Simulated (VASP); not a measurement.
# TiAl (Pm-3m) in VASP: a series of runs

Runs on TiAl. Level: PBE-based screened hybrid. Tasks: single point.

All numbers are computed with VASP 6.6.1; they aren't measurements. Logs are shortened: lines on timing, memory, paths and dates and some standing lists are left out, and cuts for length are marked.

### Step 1. The cell of the first run

The structure is cubic, space group Pm-3m (No. 221). Conventional cell: a = 3.179 Å, b = 3.179 Å, c = 3.179 Å, α = 90.00°, β = 90.00°, γ = 90.00°. Within 3.6 Å of Ti (site symmetry m-3m) lie 8 Al at 2.75 Å and 6 Ti at 3.18 Å. Al (site symmetry m-3m) has 8 Ti at 2.75 Å and 6 Al at 3.18 Å within 3.6 Å.

### Step 2. Single point, PBE-based screened hybrid

POSCAR

```
TiAl
1.0
    3.1790640000      0.0000000000      0.0000000000
    0.0000000000      3.1790640000      0.0000000000
    0.0000000000      0.0000000000      3.1790640000
Ti Al
1 1
Direct
    0.0000000000      0.0000000000      0.0000000000
    0.5000000000      0.5000000000      0.5000000000
```

INCAR.step1

```
SYSTEM = TiAl
ALGO     = Normal         ! electronic algorithm
EDIFF    = 1E-5           ! SCF threshold, eV
ENCUT    = 520            ! plane-wave cutoff, eV
GGA      = PE             ! functional
ISIF     = 2              ! what is computed and relaxed
ISMEAR   = -1             ! smearing method
LASPH    = .True.         ! aspherical terms in the spheres
LREAL    = .False.        ! projectors in reciprocal space
LWAVE    = .True.         ! write WAVECAR
NBANDS   = 14             ! bands
NELM     = 60             ! most SCF steps
PREC     = Accurate       ! precision mode
SIGMA    = 0.05           ! smearing width, eV
```

INCAR.step2

```
SYSTEM = TiAl
AEXX     = 0.25           ! exact-exchange fraction
ALGO     = Normal         ! electronic algorithm
EDIFF    = 1E-7           ! SCF threshold, eV
ENCUT    = 520            ! plane-wave cutoff, eV
GGA      = PE             ! functional
HFSCREEN = 0.3            ! screening, 1/A
ISIF     = 2              ! what is computed and relaxed
ISMEAR   = -1             ! smearing method
ISTART   = 1            
LASPH    = .True.         ! aspherical terms in the spheres
LCHARG   = .True.         ! write CHGCAR
LELF     = .True.         ! ELF
LHFCALC  = .True.         ! exact exchange
LREAL    = .False.        ! projectors in reciprocal space
LVHAR    = .True.       
LWAVE    = .False.        ! write WAVECAR
NBANDS   = 14             ! bands
NELM     = 60             ! most SCF steps
PREC     = Accurate       ! precision mode
PRECFOCK = Normal       
SIGMA    = 0.05           ! smearing width, eV
```

KPOINTS

```
k-points
0
Gamma
  4 4 4
  0 0 0
```

Potentials or basis: VASP PAW PBE potentials, release 64 (Ti_sv, Al).

Command:

```bash
$ cat potpaw_PBE.64/Ti_sv/POTCAR potpaw_PBE.64/Al/POTCAR > POTCAR
$ cp INCAR.step1 INCAR
$ mpirun -np 1 vasp_std > vasp.out
$ cp INCAR.step2 INCAR
$ mpirun -np 1 vasp_std > vasp.out
```

OUTCAR:

```text
SYSTEM = TiAl
   AEXX = 0.25
   EDIFF = 1E-7
   ENCUT = 520
   GGA = PE
   HFSCREEN = 0.3
   ISIF = 2
   ISMEAR = -1
   ISTART = 1
   LASPH = .True.
   LHFCALC = .True.
   LREAL = .False.
   NELM = 60
   PREC = Accurate
   PRECFOCK = Normal

 ion  position               nearest neighbor table
   1  0.000  0.000  0.000-   2 2.75   2 2.75   2 2.75   2 2.75   2 2.75   2 2.75   2 2.75   2 2.75

   2  0.500  0.500  0.500-   1 2.75   1 2.75   1 2.75   1 2.75   1 2.75   1 2.75   1 2.75   1 2.75

  LATTYP: Found a simple cubic cell.
 ALAT       =     3.1790640000

  Lattice vectors:

 A1 = (   3.1790640000,   0.0000000000,   0.0000000000)
 A2 = (   0.0000000000,   3.1790640000,   0.0000000000)
 A3 = (   0.0000000000,   0.0000000000,   3.1790640000)

Analysis of symmetry for initial positions (statically):
=====================================================================
 Subroutine PRICEL returns:
 Original cell was already a primitive cell.

 Routine SETGRP: Setting up the symmetry group for a
 simple cubic supercell.

 Subroutine GETGRP returns: Found 48 space group operations
 (whereof 48 operations were pure point group operations)
 out of a pool of 48 trial point group operations.

The static configuration has the point symmetry O_h .

Analysis of symmetry for dynamics (positions and initial velocities):
=====================================================================
 Subroutine PRICEL returns:
 Original cell was already a primitive cell.

 Routine SETGRP: Setting up the symmetry group for a
 simple cubic supercell.

 Subroutine GETGRP returns: Found 48 space group operations
 (whereof 48 operations were pure point group operations)
 out of a pool of 48 trial point group operations.

The dynamic configuration has the point symmetry O_h .

 Subroutine INISYM returns: Found 48 space group operations
 (whereof 48 operations are pure point group operations),
 and found     1 'primitive' translations

----------------------------------------------------------------------------------------

                                     Primitive cell

  volume of cell :      32.1290

  direct lattice vectors                    reciprocal lattice vectors
     3.179064000  0.000000000  0.000000000     0.314557996  0.000000000  0.000000000
     0.000000000  3.179064000  0.000000000     0.000000000  0.314557996  0.000000000
     0.000000000  0.000000000  3.179064000     0.000000000  0.000000000  0.314557996

  length of vectors
     3.179064000  3.179064000  3.179064000     0.314557996  0.314557996  0.314557996

  position of ions in fractional coordinates (direct lattice)
     0.000000000  0.000000000  0.000000000
     0.500000000  0.500000000  0.500000000

  ion indices of the primitive-cell ions
   primitive index   ion index
                 1           1
                 2           2

----------------------------------------------------------------------------------------

 KPOINTS: k-points

Automatic generation of k-mesh.
 Grid dimensions read from file:
 generate k-points for:    4    4    4

 Generating k-lattice:

  Cartesian coordinates                     Fractional coordinates (reciprocal lattice)
     0.078639499  0.000000000  0.000000000     0.250000000  0.000000000  0.000000000
     0.000000000  0.078639499  0.000000000     0.000000000  0.250000000  0.000000000
     0.000000000  0.000000000  0.078639499     0.000000000  0.000000000  0.250000000

  Length of vectors
     0.078639499  0.078639499  0.078639499

  Shift w.r.t. Gamma in fractional coordinates (k-lattice)
     0.000000000  0.000000000  0.000000000

 Subroutine IBZKPT returns following result:
 ===========================================

 Found     10 irreducible k-points:

 Following reciprocal coordinates:
            Coordinates               Weight
  0.000000  0.000000  0.000000      1.000000
  0.250000  0.000000  0.000000      6.000000
  0.500000  0.000000  0.000000      3.000000
  0.250000  0.250000  0.000000     12.000000
  0.500000  0.250000  0.000000     12.000000
  0.500000  0.500000  0.000000      3.000000
  0.250000  0.250000  0.250000      8.000000
  0.500000  0.250000  0.250000     12.000000
  0.500000  0.500000  0.250000      6.000000
  0.500000  0.500000  0.500000      1.000000
   k-points           NKPTS =     10   k-points in BZ     NKDIM =     64   number of bands    NBANDS=     14
   number of dos      NEDOS =    301   number of ions     NIONS =      2
   total plane-waves  NPLWV =  13824
   dimension x,y,z NGX =    24 NGY =   24 NGZ =   24
   dimension x,y,z NGXF=    48 NGYF=   48 NGZF=   48
   ions per type =               1   1
   NGX,Y,Z   is equivalent  to a cutoff of  12.55, 12.55, 12.55 a.u.
   NGXF,Y,Z  is equivalent  to a cutoff of  25.10, 25.10, 25.10 a.u.
 SYSTEM =  TiAl
   PREC   = accura    normal or accurate (medium, high low for compatibility)
   ISTART =      1    job   : 0-new  1-cont  2-samecut
   ICHARG =      0    charge: 1-file 2-atom 10-const
   ISPIN  =      1    spin polarized calculation?
   LNONCOLLINEAR =      F non collinear calculations
   LSORBIT =      F    spin-orbit coupling
   LASPH  =      T    aspherical Exc in radial PAW
   ENCUT  =  520.0 eV  38.22 Ry    6.18 a.u.   5.91  5.91  5.91*2*pi/ulx,y,z
   NELM   =     60;   NELMIN=  2; NELMDL=  0     # of ELM steps
   EDIFF  = 0.1E-06   stopping-criterion for ELM
   LREAL  =      F    real-space projection
   EDIFFG = 0.1E-05   stopping-criterion for IOM
   NSW    =      0    number of steps for IOM
   IBRION =     -1    ionic relax: 0-MD 1-quasi-New 2-CG
   NFREE  =      0    steps in history (QN), initial steepest desc. (CG)
   ISIF   =      2    stress and relaxation
   ISYM   =      3    0-nonsym 1-usesym 2-fastsym
   POTIM  = 0.5000    time-step for ionic-motion
   TEBEG  =    0.0;   TEEND  =   0.0 temperature during run
   PSTRESS=    0.0 pullay stress
   NELECT =      15.0000    total number of electrons
   NUPDOWN=      -1.0000    fix difference up-down
   EMIN   =  10.00;   EMAX   =-10.00  energy-range for DOS
   EFERMI =   0.00;   METHOD = LEGACY
   ISMEAR =    -1;   SIGMA  =   0.05  broadening in eV -4-tet -1-fermi 0-gaus
   EFERMI_NEDOS =   21; number of points for ismear=-14 and -15
   IALGO  =     38    algorithm
   IMIX   =      1    mixing-type and parameters
     AMIX     =   0.40;   BMIX     =  1.00
     AMIX_MAG =   1.60;   BMIX_MAG =  1.00
  volume/ion in A,a.u.               =      16.06       108.41
  Fermi-wavevector in a.u.,A,eV,Ry     =   1.270007  2.399964 21.945065  1.612917
  Thomas-Fermi vector in A             =   2.403017
   LORBIT       =      0    0 simple, 1 ext, 2 COOP (PROOUT), +10 PAW based schemes
   GGA     = PE    functional components
   LHFCALC =     T    Hartree Fock is set to
   PRECFOCK=normal    Normal, Fast or Accurate (Low or Medium for compatibility)
   ENCUT4O =  -1.0   cutoff for four orbital integrals eV
   NKREDX  =     1    reduce k-point grid by
   NKREDY  =     1    reduce k-point grid by
   NKREDZ  =     1    reduce k-point grid by
   AEXX    =    0.2500 exact exchange contribution
   HFSCREEN=    0.3000 screening length (either q_TF or 0.3 A-1)
   HFSCREENC=   0.3000 screening length for correlation (either q_TF or 0.3 A-1)
   ENCUTFOCK=  -1.0 apply spherical cutoff to Coloumb kernel
   IVDW    =     0    specifies the selected vdW correction
   LEPSILON=     F    determine dielectric tensor
   LRPA    =     F    only Hartree local field effects (RPA)
 non-spin polarized calculation
  energy-cutoff  :      520.00
  volume of cell :       32.13
 maximum number of plane-waves:       912
 NGX is ok and might be reduce to    24
  NGX = 18; NGY = 18; NGZ = 18

 number of electron      14.9999994 magnetization

 Free energy of the ion-electron system (eV)
  ---------------------------------------------------
  ext. energy  EPLUGINS =         0.00000000
  ---------------------------------------------------
  free energy    TOTEN  =       -13.74416919 eV

  energy without entropy =      -13.72193860  energy(sigma->0) =      -13.73305389

 E-fermi :   8.8254     XC(G=0):  -9.2806

 val. band max:        8.7448056960   @ k =   0.2500   0.2500   0.2500
 cond. band min:       8.8737647195   @ k =   0.5000   0.2500   0.2500
 fundamental gap:      0.1289590234
 Fermi energy:         8.8254121076

 k-point     1 :       0.0000    0.0000    0.0000
  band No.  band energies     occupation
      1     -52.9705      2.00000
      2     -27.5155      2.00000
      3     -27.5155      2.00000
      4     -27.5155      2.00000
      5      -1.7004      2.00000
      6       6.9345      2.00000
      7       6.9345      2.00000
      8      11.1995      0.00000
      9      11.1995      0.00000
     10      11.1995      0.00000
     11      13.5977      0.00000
     12      13.5977      0.00000
     13      13.5977      0.00000
     14      18.3430      0.00000

 k-point     2 :       0.2500    0.0000    0.0000
  band No.  band energies     occupation
      1     -52.9616      2.00000
      2     -27.6201      2.00000
      3     -27.5067      2.00000
      4     -27.5067      2.00000
      5      -0.6111      2.00000
      6       5.9251      2.00000
      7       7.3937      2.00000
      8       9.9868      0.00000
      9       9.9868      0.00000
     10      11.3130      0.00000
     11      11.8252      0.00000
     12      15.5788      0.00000
     13      15.5788      0.00000
     14      17.0658      0.00000
[... 105 lines left out ...]
      1     -52.9280      2.00000
      2     -27.6745      2.00000
      3     -27.6745      2.00000
      4     -27.5715      2.00000
      5       4.0529      2.00000
      6       5.7757      2.00000
      7       5.7757      2.00000
      8       8.4743      1.99822
      9      10.7752      0.00000
     10      10.7752      0.00000
     11      11.8428      0.00000
     12      12.2511      0.00000
     13      13.7180      0.00000
     14      16.3868      0.00000

 k-point    10 :       0.5000    0.5000    0.5000
  band No.  band energies     occupation
      1     -52.9203      2.00000
      2     -27.6595      2.00000
      3     -27.6595      2.00000
      4     -27.6595      2.00000
      5       5.3646      2.00000
      6       5.3646      2.00000
      7       5.3646      2.00000
      8       9.6852      0.00000
      9      11.8368      0.00000
     10      11.8368      0.00000
     11      11.8368      0.00000
     12      11.8683      0.00000
     13      11.8683      0.00000
     14      16.1753      0.00000

------------------------ aborting loop because EDIFF is reached ----------------------------------------

  FORCE on cell =-STRESS in cart. coord.  units (eV):
  Direction    XX          YY          ZZ          XY          YZ          ZX
  --------------------------------------------------------------------------------------
  -------------------------------------------------------------------------------------
  Total       -0.0883801     -0.0883801     -0.0883801      0.0000000     -0.0000000     -0.0000000
  in kB       -4.4072468     -4.4072468     -4.4072468      0.0000000     -0.0000000     -0.0000000
  external PRESSURE =      -4.4072468 kB  Pullay stress =       0.0000000 kB

 VOLUME and BASIS-vectors are now :
 -----------------------------------------------------------------------------
  energy-cutoff  :      520.00
  volume of cell :       32.13
      direct lattice vectors                 reciprocal lattice vectors
     3.179064000  0.000000000  0.000000000     0.314557996  0.000000000  0.000000000
     0.000000000  3.179064000  0.000000000     0.000000000  0.314557996  0.000000000
     0.000000000  0.000000000  3.179064000     0.000000000  0.000000000  0.314557996

 POSITION                                       TOTAL-FORCE (eV/Angst)
 -----------------------------------------------------------------------------------
      0.00000      0.00000      0.00000         0.000000      0.000000      0.000000
      1.58953      1.58953      1.58953         0.000000      0.000000      0.000000
 -----------------------------------------------------------------------------------
    total drift:                               -0.000004     -0.000004     -0.000003

  FREE ENERGIE OF THE ION-ELECTRON SYSTEM (eV)
  ---------------------------------------------------
  free  energy   TOTEN  =       -13.7441691878 eV

  energy  without entropy=      -13.7219385974  energy(sigma->0) =      -13.73305389
```

Wall time 7 min (1 thread of Intel Xeon Platinum 8259CL at 2.50GHz (Skylake/Cascade Lake), shared host); peak memory 0.24 GiB.

What came out:

- Free energy: -13.7442 eV
- Pressure: -0.4 GPa

Levels at points of the mesh, in eV from the Fermi level:
```csv
k point,band 3,band 4,band 5,band 6,band 7,band 8,band 9,band 10,band 11,band 12
"(0.00, 0.00, 0.00)",-36.34,-36.34,-10.53,-1.89,-1.89,2.37,2.37,2.37,4.77,4.77
"(0.50, 0.00, 0.00)",-36.32,-36.32,-6.88,-6.02,-0.87,0.44,0.44,2.61,3.29,6.92
"(0.50, 0.50, 0.00)",-36.52,-36.31,-5.58,-2.56,-2.56,-1.86,1.11,1.11,2.99,5.10
"(0.50, 0.50, 0.50)",-36.48,-36.48,-3.46,-3.46,-3.46,0.86,3.01,3.01,3.01,3.04
```

Caveat: the k points lie up to 0.49 Å⁻¹ apart; the PAW data sets were made with another functional, which shifts forces and pressure a little.

### Step 3. Single point, PBE-based screened hybrid

This run uses another cell than the first one, of 16.03 Å³/atom, 0.998 times its volume.

POSCAR

```
TiAl
1.0
    3.1766826049      0.0000000000      0.0000000000
    0.0000000000      3.1766826049      0.0000000000
    0.0000000000      0.0000000000      3.1766826049
Ti Al
1 1
Direct
    0.0000000000      0.0000000000      0.0000000000
    0.5000000000      0.5000000000      0.5000000000
```

INCAR.step1

```
SYSTEM = TiAl
PREC = Accurate ; ENCUT = 520
EDIFF = 1E-5 ; ISMEAR = -1
SIGMA = 0.05 ; LREAL = .FALSE.
LASPH = .TRUE. ; NELM = 80
ALGO = Normal ; ISIF = 2
LWAVE = .TRUE. ; LCHARG = .FALSE.
NBANDS = 14 ; GGA = PE
```

INCAR.step2

```
SYSTEM = TiAl
PREC = Accurate ; ENCUT = 520
EDIFF = 1E-7 ; ISMEAR = -1
SIGMA = 0.05 ; LREAL = .FALSE.
LASPH = .TRUE. ; NELM = 80
ALGO = Normal ; ISIF = 2
LWAVE = .FALSE. ; LCHARG = .FALSE.
GGA = PE ; LHFCALC = .TRUE.
AEXX = 0.25 ; HFSCREEN = 0.3
PRECFOCK = Normal ; NBANDS = 14
ISTART = 1
```

KPOINTS

```
regular mesh
0
G
  4 4 4
  0 0 0
```

Potentials or basis: VASP PAW PBE potentials, release 64 (Ti_sv, Al).

Command:

```bash
$ cat potpaw_PBE.64/Ti_sv/POTCAR potpaw_PBE.64/Al/POTCAR > POTCAR
$ cp INCAR.step1 INCAR
$ mpirun -np 1 vasp_std > vasp.out
$ cp INCAR.step2 INCAR
$ mpirun -np 1 vasp_std > vasp.out
```

Run time: 7.3 min. Hardware: 1 thread of Intel Xeon Platinum 8259CL at 2.50GHz (Skylake/Cascade Lake), shared host; peak memory 0.24 GiB.

The run converged. Its results:

```
Free energy : -13.7443 eV
Pressure    : -0.2 GPa
```

Levels at points of the mesh, in eV from the Fermi level:
```tsv
k point	band 3	band 4	band 5	band 6	band 7	band 8	band 9	band 10	band 11	band 12
(0.00, 0.00, 0.00)	-36.34	-36.34	-10.54	-1.90	-1.90	2.38	2.38	2.38	4.78	4.78
(0.50, 0.00, 0.00)	-36.32	-36.32	-6.88	-6.03	-0.87	0.44	0.44	2.61	3.30	6.92
(0.50, 0.50, 0.00)	-36.51	-36.30	-5.59	-2.56	-2.56	-1.86	1.11	1.11	3.00	5.11
(0.50, 0.50, 0.50)	-36.48	-36.48	-3.47	-3.47	-3.47	0.87	3.02	3.02	3.02	3.05
```

Caveat: the k points lie up to 0.49 Å⁻¹ apart; the PAW data sets were made with another functional, which shifts forces and pressure a little.
